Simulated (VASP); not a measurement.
# ZnO (P4_2/mnm) in VASP: single point with r2SCAN

Aim: the single point of ZnO with r2SCAN.

Program: VASP 6.6.1. These are calculated values, not measurements. Logs are shortened: lines on timing, memory, paths and dates and some standing lists are left out, and cuts for length are marked.

## 1. The cell of the first run

It takes space group P4_2/mnm (No. 136, tetragonal). The conventional cell has a = 5.518 Å, b = 5.518 Å, c = 3.259 Å, α = 90.00°, β = 90.00°, γ = 90.00°. Within 2.6 Å of Zn (site symmetry m2m) lie 4 O at 1.94 to 2.01 Å. O (site symmetry m2m) has 4 Zn at 1.94 to 2.01 Å within 2.6 Å.

## 2. Single point, r2SCAN

Input file POSCAR:

```
ZnO
1.0
    5.5175700700      0.0000000000      0.0000000000
    0.0000000000      5.5175700700      0.0000000000
    0.0000000000      0.0000000000      3.2587787700
Zn O
4 4
Direct
    0.1819728400      0.1819728400      0.5000000000
    0.8180271600      0.8180271600      0.5000000000
    0.6819728400      0.3180271600      0.0000000000
    0.3180271600      0.6819728400      0.0000000000
    0.8172472300      0.1827527700      0.5000000000
    0.1827527700      0.8172472300      0.5000000000
    0.6827527700      0.6827527700      0.0000000000
    0.3172472300      0.3172472300      0.0000000000
```

Input file INCAR.step1:

```
SYSTEM = ZnO
ALGO = Normal ; EDIFF = 1E-4
ENCUT = 520 ; GGA = PE
ISMEAR = 0 ; LASPH = .True.
LCHARG = .False. ; LREAL = .False.
LWAVE = .True. ; NBANDS = 46
NELM = 60 ; PREC = Accurate
SIGMA = 0.01
```

Input file INCAR.step2:

```
SYSTEM = ZnO
ALGO = Normal ; EDIFF = 1E-6
ENCUT = 520 ; ISIF = 2
ISMEAR = 0 ; ISTART = 1
LASPH = .True. ; LCHARG = .False.
LMIXTAU = .True. ; LREAL = .False.
LWAVE = .False. ; METAGGA = R2SCAN
NBANDS = 46 ; NELM = 60
PREC = Accurate ; SIGMA = 0.01
```

Input file KPOINTS:

```
k-points
0
Gamma
  4 4 6
  0 0 0
```

Potentials or basis: VASP PAW PBE potentials, release 64 (Zn, O).

Run with:

```console
$ cat potpaw_PBE.64/Zn/POTCAR potpaw_PBE.64/O/POTCAR > POTCAR
$ cp INCAR.step1 INCAR
$ mpirun -np 1 vasp_std > vasp.out
$ cp INCAR.step2 INCAR
$ mpirun -np 1 vasp_std > vasp.out
```

OUTCAR:

```text
SYSTEM = ZnO
   EDIFF = 1E-6
   ENCUT = 520
   ISIF = 2
   ISMEAR = 0
   ISTART = 1
   LASPH = .True.
   LREAL = .False.
   METAGGA = R2SCAN
   NELM = 60
   PREC = Accurate

 ion  position               nearest neighbor table
   1  0.182  0.182  0.500-   8 1.94   8 1.94   5 2.01   6 2.01   2 2.84
   2  0.818  0.818  0.500-   7 1.94   7 1.94   5 2.01   6 2.01   1 2.84
   3  0.682  0.318  0.000-   5 1.94   5 1.94   8 2.01   7 2.01   4 2.84
   4  0.318  0.682  0.000-   6 1.94   6 1.94   8 2.01   7 2.01   3 2.84
   5  0.817  0.183  0.500-   3 1.94   3 1.94   1 2.01   2 2.01
   6  0.183  0.817  0.500-   4 1.94   4 1.94   1 2.01   2 2.01
   7  0.683  0.683  0.000-   2 1.94   2 1.94   4 2.01   3 2.01
   8  0.317  0.317  0.000-   1 1.94   1 1.94   4 2.01   3 2.01

  LATTYP: Found a simple tetragonal cell.
 ALAT       =     5.5175700700
 C/A-ratio  =     0.5906184659

  Lattice vectors:

 A1 = (   5.5175700700,   0.0000000000,   0.0000000000)
 A2 = (   0.0000000000,   5.5175700700,   0.0000000000)
 A3 = (   0.0000000000,   0.0000000000,   3.2587787700)

Analysis of symmetry for initial positions (statically):
=====================================================================
 Subroutine PRICEL returns:
 Original cell was already a primitive cell.

 Routine SETGRP: Setting up the symmetry group for a
 simple tetragonal supercell.

 Subroutine GETGRP returns: Found 16 space group operations
 (whereof  8 operations were pure point group operations)
 out of a pool of 16 trial point group operations.

The static configuration has the point symmetry D_2h.
 The point group associated with its full space group is D_4h.

Analysis of symmetry for dynamics (positions and initial velocities):
=====================================================================
 Subroutine PRICEL returns:
 Original cell was already a primitive cell.

 Routine SETGRP: Setting up the symmetry group for a
 simple tetragonal supercell.

 Subroutine GETGRP returns: Found 16 space group operations
 (whereof  8 operations were pure point group operations)
 out of a pool of 16 trial point group operations.

The dynamic configuration has the point symmetry D_2h.
 The point group associated with its full space group is D_4h.

 Subroutine INISYM returns: Found 16 space group operations
 (whereof  8 operations are pure point group operations),
 and found     1 'primitive' translations

[... 110 lines left out ...]
   NFREE  =      0    steps in history (QN), initial steepest desc. (CG)
   ISIF   =      2    stress and relaxation
   ISYM   =      2    0-nonsym 1-usesym 2-fastsym
   POTIM  = 0.5000    time-step for ionic-motion
   TEBEG  =    0.0;   TEEND  =   0.0 temperature during run
   PSTRESS=    0.0 pullay stress
   NELECT =      72.0000    total number of electrons
   NUPDOWN=      -1.0000    fix difference up-down
   EMIN   =  10.00;   EMAX   =-10.00  energy-range for DOS
   EFERMI =   0.00;   METHOD = LEGACY
   ISMEAR =     0;   SIGMA  =   0.01  broadening in eV -4-tet -1-fermi 0-gaus
   EFERMI_NEDOS =   21; number of points for ismear=-14 and -15
   IALGO  =     38    algorithm
   IMIX   =      4    mixing-type and parameters
     AMIX     =   0.40;   BMIX     =  1.00
     AMIX_MAG =   1.60;   BMIX_MAG =  1.00
  volume/ion in A,a.u.               =      12.40        83.69
  Fermi-wavevector in a.u.,A,eV,Ry     =   1.471190  2.780146 29.448455  2.164400
  Thomas-Fermi vector in A             =   2.586356
   LORBIT       =      0    0 simple, 1 ext, 2 COOP (PROOUT), +10 PAW based schemes
   METAGGA = R2SCAN    functional components
   LHFCALC =     F    Hartree Fock is set to
   AEXX    =    0.0000 exact exchange contribution
   IVDW    =     0    specifies the selected vdW correction
   LEPSILON=     F    determine dielectric tensor
   LRPA    =     F    only Hartree local field effects (RPA)
 non-spin polarized calculation
 Gauss-broadening in eV      SIGMA  =   0.01
  energy-cutoff  :      520.00
  volume of cell :       99.21
 maximum number of plane-waves:      2696
 NGX is ok and might be reduce to    42
   NGX = 21   NGY = 21   NGZ = 13

 number of electron      71.9999982 magnetization

 Free energy of the ion-electron system (eV)
  ---------------------------------------------------
  ext. energy  EPLUGINS =         0.00000000
  ---------------------------------------------------
  free energy    TOTEN  =       -72.37257891 eV

  energy without entropy =      -72.37257891  energy(sigma->0) =      -72.37257891

 E-fermi :   0.6994     XC(G=0): -11.3617

 val. band max:        0.6521732693   @ k =   0.0000   0.0000   0.0000
 cond. band min:       1.8565899590   @ k =   0.0000   0.0000   0.0000
 fundamental gap:      1.2044166896
 Fermi energy:         0.6994324839

 k-point     1 :       0.0000    0.0000    0.0000
  band No.  band energies     occupation
      1     -18.4673      2.00000
      2     -17.7880      2.00000
      3     -17.7880      2.00000
      4     -17.7052      2.00000
      5      -5.7460      2.00000
      6      -5.5652      2.00000
[... 1165 lines left out ...]
     45      11.6561      0.00000
     46      11.6561      0.00000

------------------------ aborting loop because EDIFF is reached ----------------------------------------

  FORCE on cell =-STRESS in cart. coord.  units (eV):
  Direction    XX          YY          ZZ          XY          YZ          ZX
  --------------------------------------------------------------------------------------
  -------------------------------------------------------------------------------------
  Total        0.1432981      0.1432981      0.1867645     -0.0000000      0.0000000      0.0000000
  in kB        2.3141974      2.3141974      3.0161602     -0.0000000      0.0000000      0.0000000
  external PRESSURE =       2.5481850 kB  Pullay stress =       0.0000000 kB

 VOLUME and BASIS-vectors are now :
 -----------------------------------------------------------------------------
  energy-cutoff  :      520.00
  volume of cell :       99.21
      direct lattice vectors                 reciprocal lattice vectors
     5.517570070  0.000000000  0.000000000     0.181239203  0.000000000  0.000000000
     0.000000000  5.517570070  0.000000000     0.000000000  0.181239203  0.000000000
     0.000000000  0.000000000  3.258778770     0.000000000  0.000000000  0.306863420

 POSITION                                       TOTAL-FORCE (eV/Angst)
 -----------------------------------------------------------------------------------
      1.00405      1.00405      1.62939        -0.031246     -0.031246      0.000000
      4.51352      4.51352      1.62939         0.031246      0.031246     -0.000000
      3.76283      1.75474      0.00000        -0.031246      0.031246     -0.000000
      1.75474      3.76283      0.00000         0.031246     -0.031246     -0.000000
      4.50922      1.00835      1.62939         0.000251     -0.000251     -0.000000
      1.00835      4.50922      1.62939        -0.000251      0.000251      0.000000
      3.76714      3.76714      0.00000        -0.000251     -0.000251     -0.000000
      1.75043      1.75043      0.00000         0.000251      0.000251      0.000000
 -----------------------------------------------------------------------------------
    total drift:                                0.000000      0.000000      0.000000

  FREE ENERGIE OF THE ION-ELECTRON SYSTEM (eV)
  ---------------------------------------------------
  free  energy   TOTEN  =       -72.3725789117 eV

  energy  without entropy=      -72.3725789117  energy(sigma->0) =      -72.37257891
```

OUTCAR.step1:

```text
SYSTEM = ZnO
   EDIFF = 1E-4
   ENCUT = 520
   GGA = PE
   ISMEAR = 0
   LASPH = .True.
   LREAL = .False.
   NELM = 60
[... 1419 lines left out ...]
      1.00835      4.50922      1.62939         0.004960     -0.004960      0.000000
      3.76714      3.76714      0.00000         0.004960      0.004960     -0.000000
      1.75043      1.75043      0.00000        -0.004960     -0.004960      0.000000
 -----------------------------------------------------------------------------------
    total drift:                                0.000000      0.000000      0.000000

  FREE ENERGIE OF THE ION-ELECTRON SYSTEM (eV)
  ---------------------------------------------------
  free  energy   TOTEN  =       -35.4498903309 eV

  energy  without entropy=      -35.4498903309  energy(sigma->0) =      -35.44989033
```

Run time: 9 min. Hardware: 1 thread of AMD EPYC 7R43 (Zen 3), shared host; peak memory 0.22 GiB.

Results:

```yaml
Free_energy: -72.3726 eV
Pressure: 0.3 GPa
Largest_force: 0.044 eV/Å
Band_gap_on_the_k_mesh: 1.20 eV
```

Forces on the atoms (eV/Å):
```
Zn  -0.031 -0.031  0.000
Zn   0.031  0.031  0.000
Zn  -0.031  0.031  0.000
Zn   0.031 -0.031  0.000
O    0.000  0.000  0.000
O    0.000  0.000  0.000
O    0.000  0.000  0.000
O    0.000  0.000  0.000
```

Caveat: the PAW data sets were made with another functional, which shifts forces and pressure a little.
